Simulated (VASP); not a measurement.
Here is a VASP 6.6.1 calculation.

File INCAR:

```
SYSTEM = In
PREC = Accurate
ENCUT = 520
EDIFF = 1E-6
ISMEAR = -1
SIGMA = 0.05
LREAL = .False.
LASPH = .True.
NELM = 100
ALGO = Normal
ISIF = 2
LWAVE = .False.
LCHARG = .False.
GGA = PE
IVDW = 12
NBANDS = 12
```

KPOINTS

```
regular mesh
0
Gamma
  10 10 10
  0 0 0
```

The input POSCAR:

```
In
1.0
   -1.8737798611      1.8737798611      1.8737798611
    1.8737798611     -1.8737798611      1.8737798611
    1.8737798611      1.8737798611     -1.8737798611
In
1
Direct
    0.0000000000      0.0000000000      0.0000000000
```

Potentials or basis: VASP PAW PBE potentials, release 64 (In_d).

Launch:

```sh
$ cat potpaw_PBE.64/In_d/POTCAR > POTCAR
$ mpirun -np 1 vasp_std > vasp.out
```

Q: What does it give for the pressure?

A: 0.0 GPa.

Q: Estimate the dispersion energy per atom.

A: -0.336 eV.

Caveat: pairwise dispersion overbinds metals, which lowers pressure and volume.
